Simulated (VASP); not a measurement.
# KMgF3: single point with PBE

Crystal: KMgF3.

```xyz
5
Lattice="3.9859 0.0797 0.0000 0.0797 3.9859 0.0000 0.0000 0.0000 3.9859" Properties=species:S:1:pos:R:3 pbc="T T T"
K     2.0328    2.0328    1.9929
Mg    0.0000    0.0000    0.0000
F     0.0000    0.0000    1.9929
F     0.0399    1.9929    0.0000
F     1.9929    0.0399    0.0000
```

* Program: VASP 6.6.1
* Task: single point
* Functional: PBE
* Potentials or basis: VASP PAW PBE potentials, release 64 (K_sv, Mg, F)
* Cutoff: 520 eV
* k mesh: 6 × 6 × 6
* Occupations: fermi-dirac, width 0.05 eV
* Spin: no spin polarisation

```yaml
Pressure: 3.4 GPa
Band_gap_on_the_k_mesh: 7.28 eV, indirect (least direct gap 7.53 eV)
```

Stress tensor (GPa, compression positive):
```
 3.44 -1.95  0.00
-1.95  3.44  0.00
 0.00  0.00  3.38
```

Levels at points of the mesh, in eV from the valence-band top:
```csv
k point,band 13,band 14,band 15,band 16,band 17,band 18,band 19,band 20
"(0.00, 0.00, 0.00)",-0.60,-0.40,-0.35,-0.25,7.28,10.04,10.06,12.11
"(0.50, 0.00, 0.00)",-0.88,-0.88,-0.55,-0.55,10.09,10.42,11.08,12.75
"(0.50, 0.50, 0.00)",-1.02,-0.93,-0.90,-0.02,10.89,11.68,12.56,12.65
"(0.00, 0.00, 0.50)",-0.88,-0.88,-0.68,-0.40,10.10,10.41,11.10,12.63
"(0.50, 0.00, 0.50)",-1.05,-0.91,-0.91,-0.04,10.88,11.66,12.59,12.61
"(0.50, 0.50, 0.50)",-1.14,-0.03,-0.01,0.00,10.30,10.43,10.54,13.98
```

It took 97 s on 1 thread of Intel(R) Xeon(R) Platinum 8375C CPU @ 2.90GHz (Ice Lake), on a shared host, peak memory 0.21 GiB.

A k mesh can miss the band edges. A hybrid or GW would open this gap; PBE tends to underestimate it.
